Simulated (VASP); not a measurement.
Input of a VASP 6.6.1 run:

INCAR

```
PREC = Accurate ; ENCUT = 520
EDIFF = 1E-6 ; ISMEAR = -1
SIGMA = 0.1 ; LREAL = F
LASPH = T ; NELM = 80
ALGO = Normal ; ISIF = 2
LWAVE = F ; LCHARG = F
GGA = PS ; NBANDS = 33
```

The input KPOINTS:

```
regular mesh
0
Gamma
  5 5 7
```

POSCAR

```
TaN
1.0
    5.1960000000      0.0000000000      0.0000000000
   -2.5980000000      4.4998680000      0.0000000000
    0.0000000000      0.0000000000      2.9110000000
Ta N
3 3
Direct
    0.3333333333      0.6666666667      0.5000000000
    0.6666666667      0.3333333333      0.5000000000
    0.0000000000      0.0000000000      0.0000000000
    0.3928500000      0.0000000000      0.0000000000
    0.6071500000      0.6071500000      0.0000000000
    0.0000000000      0.3928500000      0.0000000000
```

Potentials or basis: VASP PAW PBE potentials, release 64 (Ta_pv, N).

Launch:

```bash
$ cat potpaw_PBE.64/Ta_pv/POTCAR potpaw_PBE.64/N/POTCAR > POTCAR
$ mpirun -np 1 vasp_std > vasp.out
```

(1) What does it give for the largest force?

(2) Estimate the pressure.

(3) Predict the band gap on the k mesh.

Answers

(1) 0.024 eV/Å.

(2) -3.0 GPa.

(3) zero (band 24 reaches 9.78 eV, above the bottom of band 25 at 7.15 eV).

Caveat: the PAW data sets were made with another functional, which shifts forces and pressure a little; spin-orbit coupling is left out, which moves the levels of the heavy elements.
